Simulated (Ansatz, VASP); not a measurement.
V in VASP and in Ansatz

Contents of INCAR:

```
ALGO = Normal
EDIFF = 1E-7
EDIFFG = -0.01
ENCUT = 600
GGA = PE
IBRION = 2
ISIF = 3
ISMEAR = -1
ISPIN = 2
LASPH = T
LCHARG = F
LMAXMIX = 4
LORBIT = 11
LREAL = F
LWAVE = F
MAGMOM = 1
NELM = 150
NSW = 80
PREC = Accurate
SIGMA = 0.05
```

Contents of KPOINTS:

```
k-points
0
Gamma
  13 13 13
```

File POSCAR:

```
V
1.0
    2.4625196618      0.0000000000      0.0000000000
    0.0000000000      2.4625196618      0.0000000000
    0.0000000000      0.0000000000      2.4625196618
V
1
Direct
    0.0000000000      0.0000000000      0.0000000000
```

Input for Ansatz:

```yaml
crystal:
  lattice:
    - [2.4625196618, 0.0, 0.0]
    - [0.0, 2.4625196618, 0.0]
    - [0.0, 0.0, 2.4625196618]
  atoms:
    - { symbol: V, position: [0.0, 0.0, 0.0], spin: 1.0 }
hamiltonian:
  xc: pbe
  pseudopotentials:
    kind: paw
    azcp:
      V: "pseudopotentials/V.paw.azcp"
basis:
  ecutwfc: 420
  fft_grid_basis: typed
kpoints:
  mp_grid: { grid: [13, 13, 13], shift: [0, 0, 0] }
magnetization:
  spin_polarized: true
scf:
  occupations: { method: fermi_dirac, width: 0.05 }
relax:
  max_steps: 60
  f_tol: 0.01
  cell: {}
```

Alike in both runs: task relaxation of cell and atoms; functional PBE; k mesh 13 × 13 × 13; occupations fermi-dirac, width 0.05 eV; collinear spin.

|  | VASP | Ansatz |
| --- | --- | --- |
| version | VASP 6.6.1 | Ansatz 0.2.0 |
| potentials or method | VASP PAW PBE potentials, release 64 (V_sv), cutoff 600 eV | plane waves (420 eV) with PAW, scalar-relativistic |
| valence electrons in the cell | 13 | 13 |

Ansatz gave:

* net moment per atom (μB): 0.00
* relaxed volume (Å³/atom): 14.60
* relaxed cell length with the largest relative difference (Å): 2.444

Question: Which values does VASP return?

Answer: net moment per atom (μB): 0.00; relaxed volume (Å³/atom): 14.63; relaxed cell length with the largest relative difference (Å): 2.446.

Ansatz's warnings: seeded moment not kept.
